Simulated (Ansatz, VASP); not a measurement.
## Hf: VASP beside Ansatz

```
CELL_PARAMETERS angstrom
-1.81695 1.81695 1.81695
1.81695 -1.81695 1.81695
1.81695 1.81695 -1.81695
ATOMIC_POSITIONS crystal
Hf 0.00000 0.00000 0.00000
```

Change from the starting cell: volume scaled by 1.02.

Alike in both runs: task single point; functional PBE; k mesh 14 × 14 × 14; occupations fermi-dirac, width 0.05 eV; no spin polarisation.

|  | VASP | Ansatz |
| --- | --- | --- |
| version | VASP 6.6.1 | Ansatz 0.2.0 |
| potentials or method | VASP PAW PBE potentials, release 64 (Hf_pv), cutoff 520 eV | all-electron LAPW, scalar-relativistic |

|  | VASP | Ansatz | Ansatz less VASP |
| --- | --- | --- | --- |
| pressure (GPa) | -6.8 | -6.5 | +0.37 |

Ansatz ran all-electron here, and VASP with PAW potentials.

Spin-orbit coupling is off throughout.
